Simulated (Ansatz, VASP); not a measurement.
Mg2Sn in VASP and in Ansatz

File INCAR:

```
SYSTEM = Mg2Sn
PREC = Accurate ; ENCUT = 600
EDIFF = 1E-6 ; ISMEAR = -1
SIGMA = 0.08 ; LREAL = .False.
LASPH = .True. ; NELM = 120
ALGO = Normal ; ISIF = 2
LWAVE = .False. ; LCHARG = .False.
GGA = PE ; NBANDS = 16
GGA_COMPAT = .False.
```

Contents of KPOINTS:

```
Automatic mesh
0
Gamma
  11 11 11
  0 0 0
```

File POSCAR:

```
Mg2Sn
1.0
    0.0000000000      3.3795000000      3.3795000000
    3.3795000000      0.0000000000      3.3795000000
    3.3795000000      3.3795000000      0.0000000000
Mg Sn
2 1
Direct
    0.2500000000      0.2500000000      0.2500000000
    0.7500000000      0.7500000000      0.7500000000
    0.0000000000      0.0000000000      0.0000000000
```

Input for Ansatz:

```yaml
crystal:
  lattice:
    - [0.0, 3.3795, 3.3795]
    - [3.3795, 0.0, 3.3795]
    - [3.3795, 3.3795, 0.0]
  atoms:
    - { symbol: Mg, position: [0.25, 0.25, 0.25] }
    - { symbol: Mg, position: [0.75, 0.75, 0.75] }
    - { symbol: Sn, position: [0.0, 0.0, 0.0] }
kpoints:
  mp_grid: { grid: [11, 11, 11] }
  band_path:
    path:
      - [0.0, 0.0, 0.0]
      - [0.5, 0.0, 0.5]
      - [0.625, 0.25, 0.625]
      - [0.375, 0.375, 0.75]
      - [0.0, 0.0, 0.0]
      - [0.5, 0.5, 0.5]
      - [0.5, 0.25, 0.75]
      - [0.5, 0.0, 0.5]
    npoints: 14
scf:
  occupations: { method: fermi_dirac, width: 0.08 }
hamiltonian:
  xc: pbe
  pseudopotentials: { kind: all_electron, lapw: { basis_error: 0.0005 } }
output:
  forces: true
  stress: true
  eigenvalues: true
  populations: true
  dos: { projected: true, de: 0.2, e_range: [-14, 8] }
```

Alike in both runs: task single point; functional PBE; k mesh 11 × 11 × 11; occupations fermi-dirac, width 0.08 eV; no spin polarisation.

|  | VASP | Ansatz |
| --- | --- | --- |
| version | VASP 6.6.1 | Ansatz 0.2.0 |
| potentials or method | VASP PAW PBE potentials, release 64 (Mg, Sn_d), cutoff 600 eV | all-electron LAPW, scalar-relativistic |

Ansatz gave:

```
pressure (GPa) : 1.1
```

Question: Estimate VASP's values.

Answer: Pressure (GPa): 1.0.

Ansatz ran all-electron here, and VASP with PAW potentials.
